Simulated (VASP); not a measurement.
# CuAu (P4/mmm) in VASP: further runs, part 2 of 2

VASP 6.6.1. Earlier steps stand in the parts before.

### Step 5. Single point, PBEsol

This run uses another cell than the first one, of 15.14 Å³/atom, 1.040 times its volume.

Contents of INCAR:

```
PREC = Accurate ; ENCUT = 520
EDIFF = 1E-6 ; ISMEAR = -1
SIGMA = 0.05 ; LREAL = False
LASPH = True ; NELM = 60
ALGO = Normal ; ISIF = 2
LWAVE = False ; LCHARG = True
GGA = PS ; LELF = True
LVHAR = True ; NBANDS = 18
```

Contents of KPOINTS:

```
Automatic mesh
0
Gamma
  8 8 6
```

Contents of POSCAR:

```
CuAu
1.0
    2.8107494552      0.0000000000      0.0000000000
    0.0000000000      2.8107494552      0.0000000000
    0.0000000000      0.0000000000      3.8324000000
Au Cu
1 1
Direct
    0.0000000000      0.0000000000      0.0000000000
    0.5000000000      0.5000000000      0.5000000000
```

Potentials or basis: VASP PAW PBE potentials, release 64 (Au, Cu).

On the command line:

```
$ cat potpaw_PBE.64/Au/POTCAR potpaw_PBE.64/Cu/POTCAR > POTCAR
$ mpirun -np 1 vasp_std > vasp.out
```

OUTCAR:

```text
PREC = Accurate
   ENCUT = 520
   EDIFF = 1E-6
   ISMEAR = -1
   LREAL = False
   LASPH = True
   NELM = 60
   ISIF = 2
   GGA = PS

 ion  position               nearest neighbor table
   1  0.000  0.000  0.000-   2 2.76   2 2.76   2 2.76   2 2.76   2 2.76   2 2.76   2 2.76   2 2.76

   2  0.500  0.500  0.500-   1 2.76   1 2.76   1 2.76   1 2.76   1 2.76   1 2.76   1 2.76   1 2.76

  LATTYP: Found a simple tetragonal cell.
 ALAT       =     2.8107494552
 C/A-ratio  =     1.3634797626

  Lattice vectors:

 A1 = (   2.8107494552,   0.0000000000,   0.0000000000)
 A2 = (   0.0000000000,   2.8107494552,   0.0000000000)
 A3 = (   0.0000000000,   0.0000000000,   3.8324000000)

Analysis of symmetry for initial positions (statically):
=====================================================================
 Subroutine PRICEL returns:
 Original cell was already a primitive cell.

 Routine SETGRP: Setting up the symmetry group for a
 simple tetragonal supercell.

 Subroutine GETGRP returns: Found 16 space group operations
 (whereof 16 operations were pure point group operations)
 out of a pool of 16 trial point group operations.

The static configuration has the point symmetry D_4h.

Analysis of symmetry for dynamics (positions and initial velocities):
=====================================================================
 Subroutine PRICEL returns:
 Original cell was already a primitive cell.

 Routine SETGRP: Setting up the symmetry group for a
 simple tetragonal supercell.

 Subroutine GETGRP returns: Found 16 space group operations
 (whereof 16 operations were pure point group operations)
 out of a pool of 16 trial point group operations.

The dynamic configuration has the point symmetry D_4h.

[... 103 lines left out ...]
   NFREE  =      0    steps in history (QN), initial steepest desc. (CG)
   ISIF   =      2    stress and relaxation
   ISYM   =      2    0-nonsym 1-usesym 2-fastsym
   POTIM  = 0.5000    time-step for ionic-motion
   TEBEG  =    0.0;   TEEND  =   0.0 temperature during run
   PSTRESS=    0.0 pullay stress
   NELECT =      22.0000    total number of electrons
   NUPDOWN=      -1.0000    fix difference up-down
   EMIN   =  10.00;   EMAX   =-10.00  energy-range for DOS
   EFERMI =   0.00;   METHOD = LEGACY
   ISMEAR =    -1;   SIGMA  =   0.05  broadening in eV -4-tet -1-fermi 0-gaus
   EFERMI_NEDOS =   21; number of points for ismear=-14 and -15
   IALGO  =     38    algorithm
   IMIX   =      4    mixing-type and parameters
     AMIX     =   0.40;   BMIX     =  1.00
     AMIX_MAG =   1.60;   BMIX_MAG =  1.00
  volume/ion in A,a.u.               =      15.14       102.16
  Fermi-wavevector in a.u.,A,eV,Ry     =   1.471784  2.781268 29.472227  2.166148
  Thomas-Fermi vector in A             =   2.586878
   LORBIT       =      0    0 simple, 1 ext, 2 COOP (PROOUT), +10 PAW based schemes
   GGA     = PS    functional components
   LHFCALC =     F    Hartree Fock is set to
   AEXX    =    0.0000 exact exchange contribution
   IVDW    =     0    specifies the selected vdW correction
   LEPSILON=     F    determine dielectric tensor
   LRPA    =     F    only Hartree local field effects (RPA)
 non-spin polarized calculation
  energy-cutoff  :      520.00
  volume of cell :       30.28
 maximum number of plane-waves:       836
 NGX is ok and might be reduce to    24
   NGX = 11   NGY = 11   NGZ = 15

 number of electron      21.9999993 magnetization

 Free energy of the ion-electron system (eV)
  ---------------------------------------------------
  ext. energy  EPLUGINS =         0.00000000
  ---------------------------------------------------
  free energy    TOTEN  =        -8.28442688 eV

  energy without entropy =       -8.27856324  energy(sigma->0) =       -8.28149506

 E-fermi :   8.0057     XC(G=0): -12.6053

 val. band max:        7.9572358338   @ k =   0.5000   0.0000   0.0000
 cond. band min:       8.0261621258   @ k =   0.2500   0.2500   0.5000
 fundamental gap:      0.0689262920
 Fermi energy:         8.0056788386

 k-point     1 :       0.0000    0.0000    0.0000
  band No.  band energies     occupation
      1      -1.4997      2.00000
      2       1.5702      2.00000
      3       1.7635      2.00000
      4       4.1352      2.00000
      5       4.1352      2.00000
      6       5.2069      2.00000
[... 481 lines left out ...]
      5       4.0344      2.00000
      6       4.8838      2.00000
[... 10 lines left out ...]
     17      21.8455      0.00000
     18      23.0815      0.00000

 [... further k-points ...]
[... 5 lines left out ...]
  --------------------------------------------------------------------------------------
  -------------------------------------------------------------------------------------
  Total       -1.5760812     -1.5760812     -1.8886680      0.0000000     -0.0000000      0.0000000
  in kB      -83.4015404    -83.4015404    -99.9427074      0.0000000     -0.0000000      0.0000000
  external PRESSURE =     -88.9152627 kB  Pullay stress =       0.0000000 kB

 VOLUME and BASIS-vectors are now :
 -----------------------------------------------------------------------------
  energy-cutoff  :      520.00
  volume of cell :       30.28
      direct lattice vectors                 reciprocal lattice vectors
     2.810749455  0.000000000  0.000000000     0.355776997  0.000000000  0.000000000
     0.000000000  2.810749455  0.000000000     0.000000000  0.355776997  0.000000000
     0.000000000  0.000000000  3.832400000     0.000000000  0.000000000  0.260933097

 POSITION                                       TOTAL-FORCE (eV/Angst)
 -----------------------------------------------------------------------------------
      0.00000      0.00000      0.00000         0.000000      0.000000      0.000000
      1.40537      1.40537      1.91620         0.000000      0.000000      0.000000
 -----------------------------------------------------------------------------------
    total drift:                                0.000000      0.000000     -0.000000

  FREE ENERGIE OF THE ION-ELECTRON SYSTEM (eV)
  ---------------------------------------------------
  free  energy   TOTEN  =        -8.2844268791 eV

  energy  without entropy=       -8.2785632408  energy(sigma->0) =       -8.28149506
```

Wall time 47 s (1 thread of AMD EPYC 7R43 (Zen 3), shared host); peak memory 0.14 GiB.

Results:

```
Free energy            : -8.2844 eV
Pressure               : -8.9 GPa
Band gap on the k mesh : zero (band 11 reaches 13.34 eV, above the bottom of band 12 at 6.16 eV)
```

Caveat: the PAW data sets were made with another functional, which shifts forces and pressure a little; spin-orbit coupling is left out, which moves the levels of the heavy elements.

### Step 6. The runs side by side

```tsv
cell	gap on the mesh (eV)	pressure (GPa)
a = 2.811, b = 2.811, c = 3.685 Å, 2 atoms	none	-3.4
a = 2.811, b = 2.811, c = 3.722 Å, 2 atoms	none	-4.8
a = 2.811, b = 2.811, c = 3.759 Å, 2 atoms	none	-6.3
a = 2.811, b = 2.811, c = 3.832 Å, 2 atoms	none	-8.9
```

Alike in all rows: task single point; level PBEsol; potentials or basis VASP PAW PBE potentials, release 64 (Au, Cu); no spin polarisation; k mesh 8 × 8 × 6; cutoff (eV) 520; smearing fermi-dirac 0.05 eV.

Caveats: the PAW data sets were made with another functional, which shifts forces and pressure a little; spin-orbit coupling is left out, which moves the levels of the heavy elements.

Absolute energies hang on the potentials; compare differences alone.
